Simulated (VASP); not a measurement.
SiC, 2 atoms in the cell. The structure is trigonal, space group R3m (No. 160). Conventional cell: a = 3.020 Å, b = 3.020 Å, c = 7.855 Å, α = 90.00°, β = 90.00°, γ = 120.00°. Within 2.5 Å of Si (site symmetry 3m) lie 4 C at 1.86 to 1.96 Å. C (site symmetry 3m) has 4 Si at 1.86 to 1.96 Å within 2.5 Å. 

- Program: VASP 6.6.1
- Task: single point
- Functional: PBEsol
- Potentials or basis: VASP PAW PBE potentials, release 64 (Si, C)
- Cutoff: 520 eV
- k mesh: 12 × 12 × 12
- Occupations: gaussian, width 0.05 eV
- Spin: no spin polarisation
- Dipole correction: no
- Further INCAR settings: ALGO = Normal; EDIFF = 1e-06; NBANDS = 11

Potentials or basis: VASP PAW PBE potentials, release 64 (Si, C).

Run with:

```sh
$ cat potpaw_PBE.64/Si/POTCAR potpaw_PBE.64/C/POTCAR > POTCAR
$ mpirun -np 1 vasp_std > vasp.out
```

Hardware: 1 thread of Intel Xeon 8259CL, with other jobs on the host.

Estimate the wall time of this run.

Wall time 28 s on 1 thread of Intel Xeon 8259CL (shared host), peak memory 0.16 GiB. Counts: scf iterations 12, k points 189.
